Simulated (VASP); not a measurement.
# WS2 in VASP: settings compared, part 2 of 2

VASP 6.6.1.

## 4. Single point, r2SCAN

The input, POSCAR:

```
WS2
1.0
    3.1829541699      0.0000000000      0.0000000000
   -1.5914770850      2.7565191702      0.0000000000
    0.0000000000      0.0000000000     28.5322178600
W S
3 6
Direct
    0.6666666667      0.3333333333      0.6592864300
    0.3333333333      0.6666666667      0.8855337800
    0.3333333333      0.6666666667      0.4343616800
    0.6666666667      0.3333333333      0.9401857300
    0.6666666667      0.3333333333      0.4890304200
    0.3333333333      0.6666666667      0.7139522100
    0.6666666667      0.3333333333      0.8308482800
    0.6666666667      0.3333333333      0.3797102500
    0.3333333333      0.6666666667      0.6046252100
```

The input, INCAR.step1:

```
SYSTEM = WS2
  ALGO = Normal
  EDIFF = 1E-4
  ENCUT = 520
  GGA = PE
  ISMEAR = 0
  LASPH = .True.
  LCHARG = .False.
  LREAL = .False.
  LWAVE = .True.
  NBANDS = 49
  NELM = 100
  PREC = Accurate
  SIGMA = 0.02
```

The input, INCAR.step2:

```
SYSTEM = WS2
  ALGO = Normal
  EDIFF = 1E-7
  ENCUT = 520
  ISIF = 2
  ISMEAR = 0
  ISTART = 1
  LASPH = .True.
  LCHARG = .True.
  LELF = .True.
  LMIXTAU = .True.
  LREAL = .False.
  LVHAR = .True.
  LWAVE = .False.
  METAGGA = R2SCAN
  NBANDS = 49
  NELM = 100
  PREC = Accurate
  SIGMA = 0.02
```

The input, KPOINTS:

```
k-points
0
Gamma
  12 12 1
  0 0 0
```

Potentials or basis: VASP PAW PBE potentials, release 64 (W_sv, S).

Run with:

```bash
> cat potpaw_PBE.64/W_sv/POTCAR potpaw_PBE.64/S/POTCAR > POTCAR
> cp INCAR.step1 INCAR
> mpirun -np 1 vasp_std > vasp.out
> cp INCAR.step2 INCAR
> mpirun -np 1 vasp_std > vasp.out
```

OUTCAR:

```text
SYSTEM = WS2
   EDIFF = 1E-7
   ENCUT = 520
   ISIF = 2
   ISMEAR = 0
   ISTART = 1
   LASPH = .True.
   LREAL = .False.
   METAGGA = R2SCAN
   NELM = 100
   PREC = Accurate

 ion  position               nearest neighbor table
   1  0.667  0.333  0.659-   9 2.41   9 2.41   9 2.41   6 2.41   6 2.41   6 2.41
   2  0.333  0.667  0.886-   4 2.41   4 2.41   4 2.41   7 2.41   7 2.41   7 2.41
   3  0.333  0.667  0.434-   8 2.41   8 2.41   8 2.41   5 2.41   5 2.41   5 2.41
   4  0.667  0.333  0.940-   2 2.41   2 2.41   2 2.41
   5  0.667  0.333  0.489-   3 2.41   3 2.41   3 2.41
   6  0.333  0.667  0.714-   1 2.41   1 2.41   1 2.41
   7  0.667  0.333  0.831-   2 2.41   2 2.41   2 2.41
   8  0.667  0.333  0.380-   3 2.41   3 2.41   3 2.41
   9  0.333  0.667  0.605-   1 2.41   1 2.41   1 2.41

  LATTYP: Found a hexagonal cell.
 ALAT       =     3.1829541699
 C/A-ratio  =     8.9640680754

  Lattice vectors:

 A1 = (   3.1829541699,   0.0000000000,   0.0000000000)
 A2 = (  -1.5914770850,   2.7565191702,   0.0000000000)
 A3 = (   0.0000000000,   0.0000000000,  28.5322178600)

[... 189 lines left out ...]

 k-point     1 :       0.0000    0.0000    0.0000
  band No.  band energies     occupation
      1     -73.8442      2.00000
      2     -73.8431      2.00000
      3     -73.8430      2.00000
      4     -37.4308      2.00000
      5     -37.4293      2.00000
      6     -37.4292      2.00000
[... 977 lines left out ...]
     48       6.4077      0.00000
     49       7.9413      0.00000

------------------------ aborting loop because EDIFF is reached ----------------------------------------

  FORCE on cell =-STRESS in cart. coord.  units (eV):
  Direction    XX          YY          ZZ          XY          YZ          ZX
  --------------------------------------------------------------------------------------
  -------------------------------------------------------------------------------------
  Total        0.0330708      0.0330708      0.1155794     -0.0000000      0.0000000      0.0000000
  in kB        0.2116546      0.2116546      0.7397147     -0.0000000      0.0000000      0.0000000
  external PRESSURE =       0.3876747 kB  Pullay stress =       0.0000000 kB

 VOLUME and BASIS-vectors are now :
 -----------------------------------------------------------------------------
  energy-cutoff  :      520.00
  volume of cell :      250.34
      direct lattice vectors                 reciprocal lattice vectors
     3.182954170  0.000000000  0.000000000     0.314173547  0.181388182  0.000000000
    -1.591477085  2.756519170  0.000000000     0.000000000  0.362776363  0.000000000
     0.000000000  0.000000000 28.532217860     0.000000000  0.000000000  0.035048099

 POSITION                                       TOTAL-FORCE (eV/Angst)
 -----------------------------------------------------------------------------------
      1.59148      0.91884     18.81090         0.000000     -0.000000      0.004171
     -0.00000      1.83768     25.26624         0.000000      0.000000     -0.000982
     -0.00000      1.83768     12.39330         0.000000     -0.000000     -0.008538
      1.59148      0.91884     26.82558         0.000000     -0.000000      0.002047
      1.59148      0.91884     13.95312         0.000000     -0.000000     -0.012169
     -0.00000      1.83768     20.37064        -0.000000     -0.000000     -0.004351
      1.59148      0.91884     23.70594        -0.000000     -0.000000      0.014551
      1.59148      0.91884     10.83398        -0.000000      0.000000     -0.003558
     -0.00000      1.83768     17.25130         0.000000     -0.000000      0.008829
 -----------------------------------------------------------------------------------
    total drift:                                0.000000      0.000000      0.000125

  FREE ENERGIE OF THE ION-ELECTRON SYSTEM (eV)
  ---------------------------------------------------
  free  energy   TOTEN  =      -210.2037479276 eV

  energy  without entropy=     -210.2037479276  energy(sigma->0) =     -210.20374793
```

Wall time 18 min (1 thread of AMD EPYC 9R14 (Zen 4), shared host); peak memory 0.45 GiB.

Results:

* Free energy: -210.2037 eV
* Largest force: 0.015 eV/Å
* Band gap on the k mesh: 1.45 eV (least direct gap 1.88 eV)

Forces on the atoms (eV/Å):
```
W    0.000  0.000  0.004
W    0.000  0.000 -0.001
W    0.000  0.000 -0.009
S    0.000  0.000  0.002
S    0.000  0.000 -0.012
S    0.000  0.000 -0.004
S    0.000  0.000  0.015
S    0.000  0.000 -0.004
S    0.000  0.000  0.009
```

Caveat: there is no dipole correction, which matters where the two faces differ; the PAW data sets were made with another functional, which shifts forces and pressure a little; spin-orbit coupling is left out, which moves the levels of the heavy elements.

## 5. Summary

| level | potentials or basis | gap on the mesh (eV) | largest force (eV/Å) |
| --- | --- | --- | --- |
| LDA | VASP PAW LDA potentials, release 64 (W_sv, S) | 1.32 | 0.35 |
| PBEsol | VASP PAW PBE potentials, release 64 (W_sv, S) | 1.34 | 0.10 |
| r2SCAN | VASP PAW PBE potentials, release 64 (W_sv, S) | 1.45 | 0.01 |

Alike in all rows: task single point; no spin polarisation; cell as given; k mesh 12 × 12 × 1; cutoff (eV) 520; smearing gaussian 0.02 eV.

Caveats: there is no dipole correction, which matters where the two faces differ; spin-orbit coupling is left out, which moves the levels of the heavy elements; the PAW data sets were made with another functional, which shifts forces and pressure a little (at least some runs).

Absolute energies hang on the potentials; compare differences alone.
